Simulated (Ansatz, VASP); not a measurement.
# Hg in VASP and in Ansatz

```xyz
1
Lattice="0.0000 2.1639 2.1639 2.1639 0.0000 2.1639 2.1639 2.1639 0.0000" Properties=species:S:1:pos:R:3 pbc="T T T"
Hg    0.0000    0.0000    0.0000
```

Alike in both runs: task single point; functional LDA; k mesh 14 × 14 × 14; occupations fermi-dirac, width 0.1 eV; no spin polarisation.

|  | VASP | Ansatz |
| --- | --- | --- |
| version | VASP 6.6.1 | Ansatz 0.2.0 |
| potentials or method | VASP PAW LDA potentials, release 64 (Hg), cutoff 520 eV | plane waves (420 eV) with PAW, scalar-relativistic |
| valence electrons in the cell | 12 | 20 |

Ansatz gave:

| Item | Value |
| --- | --- |
| pressure (GPa) | 5.6 |

Question: Estimate VASP's values.

Answer: Pressure (GPa): 6.6.

Ansatz warns that its potentials were made for another functional, while VASP's fit it. LDA's correlation is that of Perdew and Zunger in VASP and of Perdew and Wang (1992) in Ansatz. VASP's potentials hold 12 valence electrons a cell and Ansatz's 20, so a difference there can come from the potentials and not from the codes.

Neither program's run includes spin-orbit coupling.
